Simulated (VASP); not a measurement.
Input of a VASP 6.6.1 run:

File POSCAR:

```
Rh
1.0
    2.7049167579      0.0000000001      0.0000000000
   -1.3524583790      2.3425266274      0.0000000000
    0.0000000000      0.0000000000      4.3442323331
Rh
2
Direct
    0.3333333333      0.6666666667      0.7500000000
    0.6666666667      0.3333333333      0.2500000000
```

File INCAR.step1:

```
SYSTEM = Rh
ALGO = Normal ; EDIFF = 1E-4
ENCUT = 520 ; GGA = PE
ISMEAR = 0 ; LASPH = .TRUE.
LCHARG = .FALSE. ; LREAL = .FALSE.
LWAVE = .TRUE. ; NBANDS = 22
NELM = 100 ; PREC = Accurate
SIGMA = 0.05
```

Contents of INCAR.step2:

```
SYSTEM = Rh
ALGO = Normal ; EDIFF = 1E-7
ENCUT = 520 ; ISIF = 2
ISMEAR = 0 ; ISTART = 1
LASPH = .TRUE. ; LCHARG = .FALSE.
LMIXTAU = .TRUE. ; LREAL = .FALSE.
LWAVE = .FALSE. ; METAGGA = R2SCAN
NBANDS = 22 ; NELM = 100
PREC = Accurate ; SIGMA = 0.05
```

KPOINTS

```
k-points
0
G
  18 18 10
  0 0 0
```

Potentials or basis: VASP PAW PBE potentials, release 64 (Rh_pv).

Run with:

```console
$ cat potpaw_PBE.64/Rh_pv/POTCAR > POTCAR
$ cp INCAR.step1 INCAR
$ mpirun -np 1 vasp_std > vasp.out
$ cp INCAR.step2 INCAR
$ mpirun -np 1 vasp_std > vasp.out
```

Task: What does it give for the pressure?

Result: 1.2 GPa.

Task: Predict the band gap on the k mesh.

Result: Zero (bands 15 and 16 overlap by 2.48 eV).

Stress tensor (GPa, compression positive):
```
1.14 0.00 0.00
0.00 1.14 0.00
0.00 0.00 1.23
```

Caveat: the PAW data sets were made with another functional, which shifts forces and pressure a little.
